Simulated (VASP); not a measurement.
# WS2 (R3m) in VASP: notebook, part 2 of 2

VASP 6.6.1. The steps go on from the part before.

## Step 4: Single point, PBEsol+D3(BJ) (atom 1 (W) moved by (+0.000, -0.150) A along y and z)

File INCAR:

```
  PREC = Accurate
  ENCUT = 520
  EDIFF = 1E-6
  ISMEAR = 0
  SIGMA = 0.05
  LREAL = F
  LASPH = T
  NELM = 80
  ALGO = Normal
  ISIF = 2
  LWAVE = F
  LCHARG = T
  GGA = PS
  IVDW = 12
  LELF = T
  LVHAR = T
  NBANDS = 20
```

File KPOINTS:

```
regular mesh
0
Gamma
  12 12 12
```

File POSCAR:

```
WS2
1.0
    1.5790003843      0.9116362969      6.1633300000
   -1.5790003843      0.9116362969      6.1633300000
    0.0000000000     -1.8232725938      6.1633300000
W S
1 2
Direct
   -0.0081124976     -0.0081124976     -0.0081124976
    0.7503000000      0.7503000000      0.7503000000
    0.5810000000      0.5810000000      0.5810000000
```

Potentials or basis: VASP PAW PBE potentials, release 64 (W_sv, S).

On the command line:

```console
cat potpaw_PBE.64/W_sv/POTCAR potpaw_PBE.64/S/POTCAR > POTCAR
mpirun -np 1 vasp_std > vasp.out
```

OUTCAR:

```text
PREC = Accurate
   ENCUT = 520
   EDIFF = 1E-6
   ISMEAR = 0
   LREAL = F
   LASPH = T
   NELM = 80
   ISIF = 2
   GGA = PS
   IVDW = 12
 IVDW          = 12

 ion  position               nearest neighbor table
   1  0.992  0.992  0.992-   3 2.32   3 2.32   3 2.32   2 2.49   2 2.49   2 2.49
   2  0.750  0.750  0.750-   1 2.49   1 2.49   1 2.49
   3  0.581  0.581  0.581-   1 2.32   1 2.32   1 2.32

  LATTYP: Found a trigonal (rhomboedric) cell.
 ALAT       =     6.4273602389
 COS(alpha) =     0.8792939096

  Lattice vectors:

 A1 = (   1.5790003843,   0.9116362969,   6.1633300000)
 A2 = (  -1.5790003843,   0.9116362969,   6.1633300000)
 A3 = (   0.0000000000,  -1.8232725938,   6.1633300000)

Analysis of symmetry for initial positions (statically):
=====================================================================
 Subroutine PRICEL returns:
 Original cell was already a primitive cell.

 Routine SETGRP: Setting up the symmetry group for a
 trigonal (rhombohedral) supercell.

 Subroutine GETGRP returns: Found  6 space group operations
[... 163 lines left out ...]
  free energy    TOTEN  =       -24.98822392 eV

  energy without entropy =      -24.98822392  energy(sigma->0) =      -24.98822392

 E-fermi :   7.7876     XC(G=0): -11.1136

 val. band max:        7.5382954904   @ k =   0.5000   0.5000   0.5000
 cond. band min:       8.2143223963   @ k =  -0.1667   0.1667   0.0000
 fundamental gap:      0.6760269059
 Fermi energy:         7.7876049679

 k-point     1 :       0.0000    0.0000    0.0000
  band No.  band energies     occupation
      1     -67.1922      2.00000
      2     -31.4715      2.00000
      3     -31.2914      2.00000
      4     -31.2914      2.00000
      5      -8.2968      2.00000
      6      -6.2264      2.00000
[... 541 lines left out ...]
     19      15.1496      0.00000
     20      15.8017      0.00000

 [... further k-points ...]

------------------------ aborting loop because EDIFF is reached ----------------------------------------

 Edisp (eV)   -1.15361

 E8    (eV) :    -0.7476

  FORCE on cell =-STRESS in cart. coord.  units (eV):
  Direction    XX          YY          ZZ          XY          YZ          ZX
  --------------------------------------------------------------------------------------
  -------------------------------------------------------------------------------------
  Total      -0.80083    -0.80083    -0.81002     0.00000     0.00000     0.00000
  in kB     -24.10360   -24.10360   -24.38021     0.00000     0.00000     0.00000
  external pressure =      -24.20 kB  Pullay stress =        0.00 kB

 VOLUME and BASIS-vectors are now :
 -----------------------------------------------------------------------------
  energy-cutoff  :      520.00
  volume of cell :       53.23
      direct lattice vectors                 reciprocal lattice vectors
     1.579000384  0.911636297  6.163330000     0.316656034  0.182821447  0.054083318
    -1.579000384  0.911636297  6.163330000    -0.316656034  0.182821447  0.054083318
     0.000000000 -1.823272594  6.163330000     0.000000000 -0.365642893  0.054083318

 POSITION                                       TOTAL-FORCE (eV/Angst)
 -----------------------------------------------------------------------------------
      0.00000      0.00000     18.33999         0.000000      0.000000      4.240235
      0.00000      0.00000     13.87304         0.000000     -0.000000     -1.863155
      0.00000      0.00000     10.74268         0.000000     -0.000000     -2.377080
 -----------------------------------------------------------------------------------
    total drift:                                0.000000      0.000000      0.000298

  FREE ENERGIE OF THE ION-ELECTRON SYSTEM (eV)
  ---------------------------------------------------
  free  energy   TOTEN  =       -26.1418321370 eV

  energy  without entropy=      -26.1418321370  energy(sigma->0) =      -26.14183214
```

OSZICAR:

```text
N       E                     dE             d eps       ncg     rms          rms(c)
DAV:   1     0.196623715168E+03    0.19662E+03   -0.13144E+04  7560   0.129E+03
DAV:   2    -0.158251930942E+02   -0.21245E+03   -0.20538E+03  8804   0.345E+02
DAV:   3    -0.261333958476E+02   -0.10308E+02   -0.10196E+02  9560   0.711E+01
DAV:   4    -0.262782641046E+02   -0.14487E+00   -0.14477E+00  9148   0.908E+00
DAV:   5    -0.262806342518E+02   -0.23701E-02   -0.23700E-02  9364   0.123E+00    0.282E+01
DAV:   6    -0.251859060927E+02    0.10947E+01   -0.57541E+00  8340   0.161E+01    0.114E+01
DAV:   7    -0.250557926363E+02    0.13011E+00   -0.16625E+00  8192   0.672E+00    0.562E+00
DAV:   8    -0.249897405664E+02    0.66052E-01   -0.36209E-01  8728   0.372E+00    0.145E+00
DAV:   9    -0.249886842685E+02    0.10563E-02   -0.16778E-02  9788   0.855E-01    0.567E-01
DAV:  10    -0.249881769670E+02    0.50730E-03   -0.38035E-03  8788   0.420E-01    0.127E-01
DAV:  11    -0.249882225467E+02   -0.45580E-04   -0.36814E-04  8600   0.122E-01    0.919E-02
DAV:  12    -0.249882175887E+02    0.49580E-05   -0.31336E-05  9084   0.401E-02    0.260E-02
DAV:  13    -0.249882240592E+02   -0.64706E-05   -0.70391E-06  8464   0.193E-02    0.679E-03
DAV:  14    -0.249882239220E+02    0.13724E-06   -0.83597E-07  5696   0.521E-03
   1 F= -.26141832E+02 E0= -.26141832E+02  d E =-.261305E-15
```

stdout:

```text
POSCAR found type information on POSCAR W S
 POSCAR found :  2 types and       3 ions
 scaLAPACK will be used
 -----------------------------------------------------------------------------
|                                                                             |
|                                                                             |
|     You enforced a specific xc type in the INCAR file but a different       |
|     I HOPE YOU KNOW WHAT YOU ARE DOING!                                     |
|                                                                             |
 -----------------------------------------------------------------------------

 LDA part: xc-table for (Slater+PW92), standard interpolation
 POSCAR, INCAR and KPOINTS ok, starting setup
 FFT: planning ... GRIDC
 FFT: planning ... GRID_SOFT
 FFT: planning ... GRID
 WAVECAR not read
 entering main loop
```

Wall time 3.9 min (1 thread of Intel Xeon 6975P-C (Granite Rapids), shared host); peak memory 0.45 GiB.

Results:

```
Free energy                : -26.1418 eV
Pressure                   : -2.4 GPa
Largest force              : 4.240 eV/Å
Band gap on the k mesh     : 0.68 eV (least direct gap 1.75 eV)
Dispersion energy per atom : -0.385 eV
```

Forces on the atoms (eV/Å):
```
W    0.000  0.000  4.240
S    0.000  0.000 -1.863
S    0.000  0.000 -2.377
```

Levels at points of the mesh, in eV from the valence-band top:
| k point | band 9 | band 10 | band 11 | band 12 | band 13 | band 14 | band 15 | band 16 | band 17 | band 18 |
| --- | --- | --- | --- | --- | --- | --- | --- | --- | --- | --- |
| (0.00, 0.00, 0.00) | -3.98 | -2.24 | -2.24 | -2.18 | -0.79 | 1.82 | 1.82 | 2.71 | 2.71 | 4.46 |
| (0.50, 0.00, 0.00) | -5.55 | -4.43 | -2.76 | -1.85 | -1.76 | 2.10 | 2.25 | 3.29 | 3.76 | 4.62 |
| (0.50, 0.50, 0.00) | -5.16 | -4.36 | -3.27 | -2.03 | -1.72 | 2.06 | 2.59 | 2.81 | 4.25 | 4.70 |
| (0.50, 0.50, 0.50) | -3.99 | -3.99 | -2.20 | -2.20 | 0.00 | 1.75 | 1.75 | 2.73 | 2.73 | 4.70 |

Caveat: the cell differs from its parent crystal (atom 1 (W) moved by (+0.000, -0.150) A along y and z); the PAW data sets were made with another functional, which shifts forces and pressure a little; spin-orbit coupling is left out, which moves the levels of the heavy elements.

## Step 5: Single point, PBEsol+D3(BJ) (atom 1 (W) moved by (+0.000, +0.150) A along y and z)

File INCAR:

```
SYSTEM = WS2
PREC = Accurate ; ENCUT = 520
EDIFF = 1E-7 ; ISMEAR = 0
SIGMA = 0.05 ; LREAL = .False.
LASPH = .True. ; NELM = 60
ALGO = Normal ; ISIF = 2
LWAVE = .False. ; LCHARG = .False.
GGA = PS ; IVDW = 12
NBANDS = 20
```

File KPOINTS:

```
regular mesh
0
Gamma
  12 12 12
  0 0 0
```

POSCAR, as its differences from that of step 4:

```diff
@@ -8,3 +8,3 @@
 Direct
-   -0.0081124976     -0.0081124976     -0.0081124976
+    0.0081124976      0.0081124976      0.0081124976
     0.7503000000      0.7503000000      0.7503000000
```

On the command line:

```console
cat potpaw_PBE.64/W_sv/POTCAR potpaw_PBE.64/S/POTCAR > POTCAR
mpirun -np 1 vasp_std > vasp.out
```

Run time: 4 min. Hardware: 1 thread of Intel Xeon 6975P-C (Granite Rapids), shared host; peak memory 0.44 GiB.

Results (log left out):

* Free energy: -25.9641 eV
* Pressure: -1.3 GPa
* Largest force: 5.382 eV/Å
* Band gap on the k mesh: 0.51 eV (least direct gap 1.62 eV)
* Dispersion energy per atom: -0.384 eV

Forces on the atoms (eV/Å):
```
W    0.000  0.000 -5.382
S    0.000  0.000  3.159
S    0.000  0.000  2.223
```

Stress tensor (GPa, compression positive):
```
-1.12  0.00  0.00
 0.00 -1.12  0.00
 0.00  0.00 -1.81
```

Levels at points of the mesh, in eV from the valence-band top:
```
           k point  band 11  band 12  band 13  band 14  band 15  band 16
(0.00, 0.00, 0.00)    -2.23    -2.23    -0.63     1.55     1.55     2.83
(0.50, 0.00, 0.00)    -2.87    -1.89    -1.86     1.98     2.31     3.08
(0.50, 0.50, 0.00)    -3.45    -2.06    -1.67     1.93     2.15     2.98
(0.50, 0.50, 0.50)    -2.22    -2.22     0.00     1.62     1.62     2.72
```

Caveat: the cell differs from its parent crystal (atom 1 (W) moved by (+0.000, +0.150) A along y and z); the PAW data sets were made with another functional, which shifts forces and pressure a little; spin-orbit coupling is left out, which moves the levels of the heavy elements. A k mesh can miss the band edges.

## Step 6: The runs side by side

```tsv
cell	gap on the mesh (eV)	pressure (GPa)	largest force (eV/Å)
as given, atomic positions A	none	3.4	8.46
as given, atomic positions B	none	5.4	9.08
as given, atomic positions C	0.68	-2.4	4.24
as given, atomic positions D	0.51	-1.3	5.38
```

Alike in all rows: task single point; level PBEsol+D3(BJ); potentials or basis VASP PAW PBE potentials, release 64 (W_sv, S); no spin polarisation; k mesh 12 × 12 × 12; cutoff (eV) 520; smearing gaussian 0.05 eV.

Caveats: the PAW data sets were made with another functional, which shifts forces and pressure a little; spin-orbit coupling is left out, which moves the levels of the heavy elements; the cell stands under pressure (at least some runs).

Total energies depend on the potentials used, so only differences within one code and one set of settings carry meaning.
